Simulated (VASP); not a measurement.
# AlBSb2 (P-4m2) in VASP: further runs

Aim: see how the results for AlBSb2 move with the level of theory and the settings. Levels: PBE, HSE06. Tasks: single point.

All numbers are computed with VASP 6.6.1; they aren't measurements. Logs are shortened: lines on timing, memory, paths and dates and some standing lists are left out, and cuts for length are marked.

### 1 The cell of the first run

Symmetry: P-4m2, No. 115, tetragonal system. Conventional cell: a = 4.006 Å, b = 4.006 Å, c = 5.880 Å, α = 90.00°, β = 90.00°, γ = 90.00°. B (site symmetry -4m2) has 4 Sb at 2.37 Å within 3.1 Å. Within 3.1 Å of Sb (site symmetry 2mm) lie 2 B at 2.37 Å and 2 Al at 2.61 Å. Within 3.4 Å of Al (site symmetry -4m2) lie 4 Sb at 2.61 Å.

### 2 Single point, PBE, non-collinear spin, zero start, spin-orbit coupling

INCAR

```
  PREC = Accurate
  ENCUT = 520
  EDIFF = 1E-7
  ISMEAR = -1
  SIGMA = 0.02
  LREAL = False
  LASPH = True
  NELM = 150
  ALGO = Normal
  ISIF = 2
  LWAVE = False
  LCHARG = False
  LNONCOLLINEAR = True
  MAGMOM = 0 0 0 0 0 0 0 0 0 0 0 0
  LORBIT = 11
  LSORBIT = True
  GGA_COMPAT = False
  LORBMOM = True
  GGA = PE
  NBANDS = 30
```

KPOINTS

```
Automatic mesh
0
Gamma
  6 6 4
```

POSCAR

```
AlBSb2
1.0
    4.0064826178      0.0000000000      0.0000000000
    0.0000000000      4.0064826178      0.0000000000
    0.0000000000      0.0000000000      5.8800652909
B Sb Al
1 2 1
Direct
    0.0000000000      0.0000000000      0.0000000000
    0.0000000000      0.5000000000      0.2148476448
    0.5000000000      0.0000000000      0.7851523552
    0.5000000000      0.5000000000      0.5000000000
```

Potentials or basis: VASP PAW PBE potentials, release 64 (B, Sb, Al).

On the command line:

```console
cat potpaw_PBE.64/B/POTCAR potpaw_PBE.64/Sb/POTCAR potpaw_PBE.64/Al/POTCAR > POTCAR
mpirun -np 1 vasp_ncl > vasp.out
```

OUTCAR:

```text
PREC = Accurate
   ENCUT = 520
   EDIFF = 1E-7
   ISMEAR = -1
   LREAL = False
   LASPH = True
   NELM = 150
   ISIF = 2
   LNONCOLLINEAR = True
   LORBIT = 11
   LSORBIT = True
   GGA = PE

 ion  position               nearest neighbor table
   1  0.000  0.000  0.000-   2 2.37   3 2.37   2 2.37   3 2.37
   2  0.000  0.500  0.215-   1 2.37   1 2.37   4 2.61   4 2.61
   3  0.500  0.000  0.785-   1 2.37   1 2.37   4 2.61   4 2.61
   4  0.500  0.500  0.500-   2 2.61   3 2.61   3 2.61   2 2.61

  LATTYP: Found a simple tetragonal cell.
 ALAT       =     4.0064826178
 C/A-ratio  =     1.4676377890

  Lattice vectors:

 A1 = (   4.0064826178,   0.0000000000,   0.0000000000)
 A2 = (   0.0000000000,   4.0064826178,   0.0000000000)
 A3 = (   0.0000000000,   0.0000000000,   5.8800652909)

Analysis of symmetry for initial positions (statically):
=====================================================================
 Subroutine PRICEL returns:
 Original cell was already a primitive cell.

 Routine SETGRP: Setting up the symmetry group for a
 simple tetragonal supercell.

 Subroutine GETGRP returns: Found  8 space group operations
 (whereof  8 operations were pure point group operations)
 out of a pool of 16 trial point group operations.

The static configuration has the point symmetry D_2d.

Analysis of symmetry for dynamics (positions and initial velocities):
=====================================================================
 Subroutine PRICEL returns:
 Original cell was already a primitive cell.

 Routine SETGRP: Setting up the symmetry group for a
 simple tetragonal supercell.

 Subroutine GETGRP returns: Found  8 space group operations
 (whereof  8 operations were pure point group operations)
 out of a pool of 16 trial point group operations.

The dynamic configuration has the point symmetry D_2d.

Analysis of structural, dynamic, and magnetic symmetry:
=====================================================================
 Subroutine PRICEL returns:
 Original cell was already a primitive cell.

 Routine SETGRP: Setting up the symmetry group for a
 simple tetragonal supercell.

 Subroutine GETGRP returns: Found  8 space group operations
 (whereof  8 operations were pure point group operations)
 out of a pool of 16 trial point group operations.

The overall configuration has the point symmetry D_2d.

[... 934 lines left out ...]
      2.00324      2.00324      2.94003         0.000000     -0.000000     -0.000000
 -----------------------------------------------------------------------------------
    total drift:                                0.000000     -0.000000     -0.000000

  FREE ENERGIE OF THE ION-ELECTRON SYSTEM (eV)
  ---------------------------------------------------
  free  energy   TOTEN  =       -17.6729188500 eV

  energy  without entropy=      -17.6726812740  energy(sigma->0) =      -17.67280006

 orbital moment (x)

 # of ion     p       d       tot
 ----------------------------------------
  1        -0.000   0.000  -0.000
  2         0.000   0.000   0.000
  3         0.000  -0.000  -0.000
  4        -0.000   0.000  -0.000
 ----------------------------------------
           -0.000   0.000  -0.000

 orbital moment (y)

 # of ion     p       d       tot
 ----------------------------------------
  1         0.000   0.000   0.000
  2         0.000   0.000   0.000
  3        -0.000  -0.000  -0.000
  4         0.000   0.000   0.000
 ----------------------------------------
            0.000  -0.000   0.000

 orbital moment (z)

 # of ion     p       d       tot
 ----------------------------------------
  1        -0.000   0.000  -0.000
  2         0.000   0.000   0.000
  3         0.000   0.000   0.000
  4        -0.000   0.000  -0.000
 ----------------------------------------
           -0.000   0.000  -0.000

 Spin-Orbit-Coupling matrix elements

 Ion:    1  E_soc:     -0.0000233
 l=   1
     0.0000000    -0.0000033    -0.0000050
    -0.0000033     0.0000000    -0.0000033
    -0.0000050    -0.0000033     0.0000000
 l=   2
     0.0000000     0.0000000     0.0000000     0.0000000     0.0000000
     0.0000000     0.0000000     0.0000000     0.0000000     0.0000000
     0.0000000     0.0000000     0.0000000     0.0000000     0.0000000
     0.0000000     0.0000000     0.0000000     0.0000000     0.0000000
     0.0000000     0.0000000     0.0000000     0.0000000     0.0000000
 l=   3
     0.0000000     0.0000000     0.0000000     0.0000000     0.0000000     0.0000000     0.0000000
     0.0000000     0.0000000     0.0000000     0.0000000     0.0000000     0.0000000     0.0000000
     0.0000000     0.0000000     0.0000000     0.0000000     0.0000000     0.0000000     0.0000000
     0.0000000     0.0000000     0.0000000     0.0000000     0.0000000     0.0000000     0.0000000
[... 49 lines left out ...]
 l=   2
     0.0000000     0.0000000     0.0000000     0.0000000     0.0000000
     0.0000000     0.0000000     0.0000000     0.0000000     0.0000000
     0.0000000     0.0000000     0.0000000     0.0000000     0.0000000
     0.0000000     0.0000000     0.0000000     0.0000000     0.0000000
     0.0000000     0.0000000     0.0000000     0.0000000     0.0000000
 l=   3
     0.0000000     0.0000000     0.0000000     0.0000000     0.0000000     0.0000000     0.0000000
     0.0000000     0.0000000     0.0000000     0.0000000     0.0000000     0.0000000     0.0000000
     0.0000000     0.0000000     0.0000000     0.0000000     0.0000000     0.0000000     0.0000000
     0.0000000     0.0000000     0.0000000     0.0000000     0.0000000     0.0000000     0.0000000
     0.0000000     0.0000000     0.0000000     0.0000000     0.0000000     0.0000000     0.0000000
     0.0000000     0.0000000     0.0000000     0.0000000     0.0000000     0.0000000     0.0000000
     0.0000000     0.0000000     0.0000000     0.0000000     0.0000000     0.0000000     0.0000000

 total charge

# of ion       s       p       d       tot
------------------------------------------
    1        0.660   0.954   0.000   1.614
    2        1.103   1.376   0.042   2.521
    3        1.103   1.376   0.042   2.521
    4        0.422   0.397   0.000   0.819
--------------------------------------------------
tot          3.288   4.103   0.084   7.475

 magnetization (x)

# of ion       s       p       d       tot
------------------------------------------
    1        0.000   0.000   0.000   0.000
    2        0.000   0.000   0.000   0.000
    3        0.000   0.000   0.000   0.000
    4        0.000   0.000   0.000   0.000
--------------------------------------------------
tot          0.000   0.000   0.000   0.000

 magnetization (y)

# of ion       s       p       d       tot
------------------------------------------
    1        0.000   0.000   0.000   0.000
    2        0.000  -0.000   0.000  -0.000
    3        0.000  -0.000   0.000  -0.000
    4        0.000   0.000   0.000   0.000
--------------------------------------------------
tot          0.000   0.000   0.000   0.000

 magnetization (z)

# of ion       s       p       d       tot
------------------------------------------
    1       -0.000   0.000   0.000  -0.000
    2        0.000   0.000   0.000   0.000
    3        0.000   0.000   0.000   0.000
    4        0.000  -0.000   0.000   0.000
--------------------------------------------------
tot          0.000   0.000   0.000   0.000
```

OSZICAR:

```text
N       E                     dE             d eps       ncg     rms          rms(c)
DAV:   1     0.547561295891E+02    0.54756E+02   -0.54012E+03  2160   0.861E+02
DAV:   2    -0.129983437850E+02   -0.67754E+02   -0.62196E+02  2574   0.139E+02
DAV:   3    -0.181187119164E+02   -0.51204E+01   -0.50027E+01  2762   0.404E+01
DAV:   4    -0.182023378464E+02   -0.83626E-01   -0.83355E-01  2580   0.559E+00
DAV:   5    -0.182036722194E+02   -0.13344E-02   -0.13343E-02  2780   0.802E-01    0.635E+00
DAV:   6    -0.177112799726E+02    0.49239E+00   -0.55240E-01  2582   0.537E+00    0.379E+00
DAV:   7    -0.176807439404E+02    0.30536E-01   -0.30187E-01  2452   0.300E+00    0.193E+00
DAV:   8    -0.176710558632E+02    0.96881E-02   -0.24391E-02  2610   0.994E-01    0.906E-01
DAV:   9    -0.176721459557E+02   -0.10901E-02   -0.67104E-03  2518   0.472E-01    0.152E-01
DAV:  10    -0.176725771082E+02   -0.43115E-03   -0.56012E-04  2662   0.179E-01    0.695E-02
DAV:  11    -0.176728886522E+02   -0.31154E-03   -0.53815E-04  2352   0.131E-01    0.215E-02
DAV:  12    -0.176729195892E+02   -0.30937E-04   -0.57394E-05  2672   0.503E-02    0.998E-03
DAV:  13    -0.176729188143E+02    0.77489E-06   -0.53080E-06  2568   0.157E-02    0.435E-03
DAV:  14    -0.176729188352E+02   -0.20896E-07   -0.20078E-06  2702   0.871E-03    0.208E-03
DAV:  15    -0.176729188500E+02   -0.14765E-07   -0.72818E-07  2346   0.514E-03
   1 F= -.17672919E+02 E0= -.17672800E+02  d E =-.237576E-03  mag=     0.0000     0.0000     0.0000
```

Wall time 2.1 min (1 thread of Intel Xeon Platinum 8488C (Sapphire Rapids), shared host); peak memory 0.46 GiB.

Results:

- Free energy: -17.6729 eV
- Pressure: 1.4 GPa
- Largest force: 0.141 eV/Å
- Net moment: 0.00 μB per cell
- Valence electrons inside the program's atomic spheres: B 1.61; Sb 2.52; Al 0.82

Forces on the atoms (eV/Å):
```
B    0.000  0.000  0.000
Sb   0.000  0.000 -0.141
Sb   0.000  0.000  0.141
Al   0.000  0.000  0.000
```

Moments on the atoms (μB; x, y, z):
```
B   0.00 0.00 0.00
Sb  0.00 0.00 0.00
Sb  0.00 0.00 0.00
Al  0.00 0.00 0.00
```

### 3 Single point, HSE06

POSCAR is that of step 2.

INCAR.step1

```
SYSTEM = AlBSb2
PREC = Accurate
ENCUT = 520
EDIFF = 1E-5
ISMEAR = -1
SIGMA = 0.02
LREAL = .False.
LASPH = .True.
NELM = 60
ALGO = Normal
ISIF = 2
LWAVE = .True.
LCHARG = .False.
NBANDS = 16
GGA = PE
```

INCAR.step2

```
SYSTEM = AlBSb2
PREC = Accurate
ENCUT = 520
EDIFF = 1E-7
ISMEAR = -1
SIGMA = 0.02
LREAL = .False.
LASPH = .True.
NELM = 60
ALGO = Normal
ISIF = 2
LWAVE = .False.
LCHARG = .False.
GGA = PE
LHFCALC = .True.
HFSCREEN = 0.2079
PRECFOCK = Normal
NBANDS = 16
ISTART = 1
```

KPOINTS

```
regular mesh
0
Gamma
  4 4 4
  0 0 0
```

Potentials or basis: VASP PAW PBE potentials, release 64 (B, Sb, Al).

On the command line:

```console
cat potpaw_PBE.64/B/POTCAR potpaw_PBE.64/Sb/POTCAR potpaw_PBE.64/Al/POTCAR > POTCAR
cp INCAR.step1 INCAR
mpirun -np 1 vasp_std > vasp.out
cp INCAR.step2 INCAR
mpirun -np 1 vasp_std > vasp.out
```

It took 20 min on 1 thread of Intel Xeon Platinum 8488C (Sapphire Rapids), shared host; peak memory 0.34 GiB.

It converged, with:

| Property | Result |
| --- | --- |
| Free energy | -20.7990 eV |
| Pressure | -1.2 GPa |
| Largest force | 0.085 eV/Å |
| Band gap on the k mesh | 0.59 eV |

Forces in eV/Å, atoms in the order of the input:
```
B    0.000  0.000  0.000
Sb   0.000  0.000 -0.085
Sb   0.000  0.000  0.085
Al   0.000  0.000  0.000
```

Stress tensor (GPa, compression positive):
```
-0.95  0.00  0.00
 0.00 -0.95  0.00
 0.00  0.00 -1.71
```

Levels at points of the mesh, in eV from the valence-band top:
```
           k point  band 6  band 7  band 8  band 9  band 10  band 11
(0.00, 0.00, 0.00)   -0.35    0.00    0.00    0.59     1.31     3.13
(0.50, 0.00, 0.00)   -3.86   -2.47   -0.91    2.11     3.54     4.22
(0.50, 0.50, 0.00)   -3.55   -3.55   -3.12    1.08     1.28     1.36
(0.00, 0.00, 0.50)   -3.17   -1.24   -1.24    1.29     1.48     3.52
(0.50, 0.00, 0.50)   -1.81   -1.76   -0.81    0.72     2.25     3.63
(0.50, 0.50, 0.50)   -4.39   -4.14   -4.14    3.92     4.09     4.09
```

Caveat: the PAW data sets were made with another functional, which shifts forces and pressure a little; spin-orbit coupling is left out, which moves the levels of the heavy elements.
